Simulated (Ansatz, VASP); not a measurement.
# One calculation of C, two programs

INCAR

```
SYSTEM = C
PREC = Accurate
ENCUT = 520
EDIFF = 1E-7
ISMEAR = 0
SIGMA = 0.01
LREAL = .FALSE.
LASPH = .TRUE.
NELM = 100
ALGO = Normal
ISIF = 2
LWAVE = .FALSE.
LCHARG = .TRUE.
LELF = .TRUE.
LVHAR = .TRUE.
NBANDS = 11
```

File KPOINTS:

```
regular mesh
0
G
  12 12 12
  0 0 0
```

Contents of POSCAR:

```
C
1.0
    1.7480831990      1.7480831990      0.0000000000
   -1.7480831990      1.7480831990      0.0000000000
    0.0000000000      1.7480831990      1.7480831990
C
2
Direct
    0.5000000000      0.5000000000      0.0000000000
    0.7500000000      0.2500000000      0.5000000000
```

Input for Ansatz:

```yaml
crystal:
  lattice:
    - [1.74808319902, 1.74808319902, 0.0]
    - [-1.74808319902, 1.74808319902, 0.0]
    - [0.0, 1.74808319902, 1.74808319902]
  atoms:
    - { symbol: C, position: [0.5, 0.5, 0.0] }
    - { symbol: C, position: [0.75, 0.25, 0.5] }
kpoints:
  mp_grid: { grid: [12, 12, 12] }
scf:
  occupations: { method: fixed }
  convergence: { dr2_threshold: 1.0e-10 }
hamiltonian:
  xc: lda
  pseudopotentials: { kind: all_electron, lapw: { basis_error: 0.0005 } }
output:
  forces: true
  stress: true
  eigenstates:
    kpoints:
      - [0.0, 0.0, 0.0]
      - [0.365542903, -0.365542903, 0.0]
      - [0.365542903, 0.365542903, 0.365542903]
      - [0.0, 0.0, 0.365542903]
      - [-0.5, -0.5, -0.5]
      - [-0.5, 0.5, 0.0]
      - [0.0, 0.0, -0.5]
      - [0.0, -0.5, -0.5]
      - [0.0, 0.5, 0.0]
      - [-0.5, 0.0, 0.0]
      - [-0.5, 0.0, -0.5]
  eigenvalues: true
```

Alike in both runs: task single point; functional LDA; k mesh 12 × 12 × 12; no spin polarisation.

|  | VASP | Ansatz |
| --- | --- | --- |
| version | VASP 6.6.1 | Ansatz 0.2.0 |
| potentials or method | VASP PAW LDA potentials, release 64 (C), cutoff 520 eV | all-electron LAPW, scalar-relativistic |
| occupations | gaussian, width 0.01 eV | fixed |

Ansatz gave:

| Property | Result |
| --- | --- |
| gap on the k mesh at the Fermi level (eV) | 4.28 |
| pressure (GPa) | 15.1 |

Problem. Estimate VASP's values.

Solution. gap on the k mesh at the Fermi level (eV): 4.27; pressure (GPa): 16.8.

LDA's correlation is that of Perdew and Zunger in VASP and of Perdew and Wang (1992) in Ansatz. Ansatz ran all-electron here, and VASP with PAW potentials.
